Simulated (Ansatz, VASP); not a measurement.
## Two plane-wave programs on SnGe5

```xyz
6
Lattice="6.2021 0.0000 0.0000 -3.1011 5.3712 0.0000 0.0000 0.0000 4.2129" Properties=species:S:1:pos:R:3 pbc="T T T"
Sn    0.0000    0.0000    0.0000
Ge    3.4224    0.0000    0.0000
Ge   -1.7112    2.9639    0.0000
Ge    1.3899    2.4073    0.0000
Ge    0.0000    3.5808    0.0000
Ge    3.1011    1.7904    0.0000
```

Alike in both runs: task single point; functional PBE; k mesh 3 × 3 × 4; occupations gaussian, width 0.1 eV; no spin polarisation.

|  | VASP | Ansatz |
| --- | --- | --- |
| version | VASP 6.6.1 | Ansatz 0.2.0 |
| potentials or method | VASP PAW PBE potentials, release 64 (Sn_d, Ge_d), cutoff 520 eV | scalar-relativistic, plane waves, PAW |
| valence electrons in the cell | 84 | 84 |

|  | VASP | Ansatz | Ansatz less VASP |
| --- | --- | --- | --- |
| gap on the k mesh at the Fermi level (eV) | none | none | - |
| rms of the force components (eV/Å) | 3.054 | 2.863 | -0.1914 |

Atom by atom the forces differ by 0.191 eV/Å (rms over components). A gap of «none» marks a metal or a gap that the smearing closes. With one functional, cell and mesh, what is left measures potentials, basis and numerics.

The k mesh is coarse, so the values compare programs but aren't converged.
